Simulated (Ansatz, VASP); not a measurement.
One calculation of GaAs, two programs

File INCAR:

```
SYSTEM = GaAs
  PREC = Accurate
  ENCUT = 520
  EDIFF = 1E-6
  ISMEAR = -1
  SIGMA = 0.05
  LREAL = .FALSE.
  LASPH = .TRUE.
  NELM = 60
  ALGO = Normal
  ISIF = 2
  LWAVE = .FALSE.
  LCHARG = .FALSE.
  GGA = PE
  NBANDS = 16
```

Contents of KPOINTS:

```
regular mesh
0
G
  11 11 11
  0 0 0
```

File POSCAR:

```
GaAs
1.0
    0.0000000000      2.7886446409      2.7886446409
    2.7886446409      0.0000000000      2.7886446409
    2.7886446409      2.7886446409      0.0000000000
Ga As
1 1
Direct
    0.0000000000      0.0000000000      0.0000000000
    0.7500000000      0.7500000000      0.7500000000
```

Input for Ansatz:

```yaml
crystal:
  lattice:
    - [0.0, 2.7886446409, 2.7886446409]
    - [2.7886446409, 0.0, 2.7886446409]
    - [2.7886446409, 2.7886446409, 0.0]
  atoms:
    - { symbol: Ga, position: [0.0, 0.0, 0.0] }
    - { symbol: As, position: [0.75, 0.75, 0.75] }
kpoints:
  mp_grid: { grid: [11, 11, 11] }
  band_path:
    path:
      - [0.0, 0.0, 0.0]
      - [-0.5, -0.5, 0.0]
      - [-0.375, -0.375, 0.25]
      - [-0.375, 0.0, 0.375]
      - [0.0, 0.0, 0.0]
      - [0.0, 0.0, 0.5]
      - [-0.5, -0.25, 0.25]
      - [-0.5, -0.5, 0.0]
    npoints: 5
scf:
  occupations: { method: fermi_dirac, width: 0.05 }
hamiltonian:
  xc: pbe
  pseudopotentials: { kind: all_electron, lapw: { basis_error: 0.0005 } }
output:
  forces: true
  stress: true
  eigenvalues: true
```

Change from the starting cell: volume scaled by 0.96.

Alike in both runs: task single point; functional PBE; k mesh 11 × 11 × 11; occupations fermi-dirac, width 0.05 eV; no spin polarisation.

|  | VASP | Ansatz |
| --- | --- | --- |
| version | VASP 6.6.1 | Ansatz 0.2.0 |
| potentials or method | VASP PAW PBE potentials, release 64 (Ga_d, As), cutoff 520 eV | all-electron LAPW, scalar-relativistic |

```csv
,VASP,Ansatz,Ansatz less VASP
pressure (GPa),6.9,6.7,-0.21
```

Ansatz ran all-electron here, and VASP with PAW potentials.
